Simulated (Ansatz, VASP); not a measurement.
# NaCl: VASP beside Ansatz

The input INCAR:

```
SYSTEM = NaCl
PREC = Accurate
ENCUT = 520
EDIFF = 1E-7
ISMEAR = 0
SIGMA = 0.02
LREAL = .FALSE.
LASPH = .TRUE.
NELM = 80
ALGO = Normal
ISIF = 2
LWAVE = .FALSE.
LCHARG = .FALSE.
GGA = PS
NBANDS = 14
```

Contents of KPOINTS:

```
Automatic mesh
0
G
  8 8 8
  0 0 0
```

The input POSCAR:

```
NaCl
1.0
    0.0000000000      2.6451925339      2.6451925339
    2.6451925339      0.0000000000      2.6451925339
    2.6451925339      2.6451925339      0.0000000000
Na Cl
1 1
Direct
    0.0000000000      0.0000000000      0.0000000000
    0.5000000000      0.5000000000      0.5000000000
```

Input for Ansatz:

```yaml
crystal:
  lattice:
    - [0.0, 2.6451925339, 2.6451925339]
    - [2.6451925339, 0.0, 2.6451925339]
    - [2.6451925339, 2.6451925339, 0.0]
  atoms:
    - { symbol: Na, position: [0.0, 0.0, 0.0] }
    - { symbol: Cl, position: [0.5, 0.5, 0.5] }
basis:
  ecutwfc: 420
kpoints:
  mp_grid: { grid: [8, 8, 8] }
  band_path:
    path:
      - [[0.0, 0.0, 0.0], [0.5, 0.0, 0.5], [0.625, 0.25, 0.625]]
      - [[0.375, 0.375, 0.75], [0.0, 0.0, 0.0], [0.5, 0.5, 0.5], [0.5, 0.25, 0.75], [0.5, 0.0, 0.5]]
    npoints: 12
hamiltonian:
  xc: pbesol
scf:
  occupations: { method: gaussian, width: 0.02 }
  n_extra_bands: 6
output:
  forces: true
  stress: true
  eigenvalues: true
```

Alike in both runs: task single point; functional PBEsol; k mesh 8 × 8 × 8; occupations gaussian, width 0.02 eV; no spin polarisation.

```csv
,VASP,Ansatz
version,VASP 6.6.1,Ansatz 0.2.0
potentials or method,"VASP PAW PBE potentials, release 64 (Na_pv, Cl), cutoff 520 eV","scalar-relativistic, plane waves, PAW"
valence electrons in the cell,14,16
```

```csv
,VASP,Ansatz,Ansatz less VASP
gap on the k mesh at the Fermi level (eV),5.75,5.75,+0.005
least direct gap on the mesh (eV),5.75,5.75,+0.005
pressure (GPa),6.8,6.7,-0.10
```

VASP's potentials were made for PBE, not for PBEsol. The functional is the same, so the differences come from potentials, cutoffs and numerics. VASP's potentials hold 14 valence electrons a cell and Ansatz's 16, so a difference there can come from the potentials and not from the codes.
